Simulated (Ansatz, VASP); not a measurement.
## YS2 in VASP and in Ansatz

```
CELL_PARAMETERS angstrom
0.00000 3.86181 3.86181
3.86181 0.00000 3.86181
3.86181 3.86181 0.00000
ATOMIC_POSITIONS crystal
Y 0.00000 0.00000 0.00000
Y 0.25000 0.25000 0.25000
S 0.62500 0.62500 0.62500
S 0.12500 0.62500 0.62500
S 0.62500 0.12500 0.62500
S 0.62500 0.62500 0.12500
```

Alike in both runs: task single point; functional PBE; k mesh 4 × 4 × 4; occupations fermi-dirac, width 0.1 eV; no spin polarisation.

|  | VASP | Ansatz |
| --- | --- | --- |
| version | VASP 6.6.1 | Ansatz 0.2.0 |
| potentials or method | VASP PAW PBE potentials, release 64 (Y_sv, S), cutoff 520 eV | plane waves, PAW |
| valence electrons in the cell | 46 | 46 |

|  | VASP | Ansatz | Ansatz less VASP |
| --- | --- | --- | --- |
| pressure (GPa) | 2.2 | 2.2 | +0.06 |

The functional is the same, so the differences come from potentials, cutoffs and numerics.
